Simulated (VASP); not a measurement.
A run of VASP 6.6.1 is set up as follows.

The input INCAR:

```
ALGO = Normal
EDIFF = 1E-7
ENCUT = 520
GGA = PE
ISIF = 2
ISMEAR = -1
LASPH = T
LCHARG = F
LREAL = F
LWAVE = F
NBANDS = 11
NELM = 60
PREC = Accurate
SIGMA = 0.06122561905347299
```

KPOINTS

```
k-points
0
Gamma
  18 18 18
```

POSCAR

```
C
1.0
    0.0000000000      1.8095758250      1.8095758250
    1.8095758250      0.0000000000      1.8095758250
    1.8095758250      1.8095758250      0.0000000000
C
2
Direct
    0.0000000000      0.0000000000      0.0000000000
    0.2500000000      0.2500000000      0.2500000000
```

Potentials or basis: VASP PAW PBE potentials, release 64 (C).

The run is started by

```sh
$ cat potpaw_PBE.64/C/POTCAR > POTCAR
$ mpirun -np 1 vasp_std > vasp.out
```

Estimate the band gap on the k mesh.

4.05 eV, indirect (least direct gap 5.47 eV).

Estimate the pressure.

-15.4 GPa.

A k mesh can miss the band edges. As with any semilocal functional, this PBE gap is likely too small.
